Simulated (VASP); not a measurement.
Here is a VASP 6.6.1 calculation.

File INCAR:

```
SYSTEM = Au
PREC = Accurate
ENCUT = 520
EDIFF = 1E-6
ISMEAR = -1
SIGMA = 0.1
LREAL = .False.
LASPH = .True.
NELM = 60
ALGO = Normal
ISIF = 2
LWAVE = .False.
LCHARG = .False.
GGA = RP
NBANDS = 30
```

KPOINTS

```
Automatic mesh
0
Gamma
  16 16 5
  0 0 0
```

POSCAR

```
Au
1.0
    2.9452197828      0.0000000000      0.0000000000
   -1.4726098914      2.5506351517      0.0000000000
    0.0000000000      0.0000000000      9.8613586308
Au
4
Direct
    0.0000000000      0.0000000000      0.0000000000
    0.0000000000      0.0000000000      0.5000000000
    0.3333333333      0.6666666667      0.2500000000
    0.6666666667      0.3333333333      0.7500000000
```

Potentials or basis: VASP PAW PBE potentials, release 64 (Au).

Launch:

```bash
$ cat potpaw_PBE.64/Au/POTCAR > POTCAR
$ mpirun -np 1 vasp_std > vasp.out
```

(1) What does it give for the band gap on the k mesh?

(2) Predict the pressure.

Results:

(1) zero (band 22 reaches 11.04 eV, above the bottom of band 23 at 6.08 eV).

(2) -0.1 GPa.

Caveat: the PAW data sets were made with another functional, which shifts forces and pressure a little; spin-orbit coupling is left out, which moves the levels of the heavy elements.
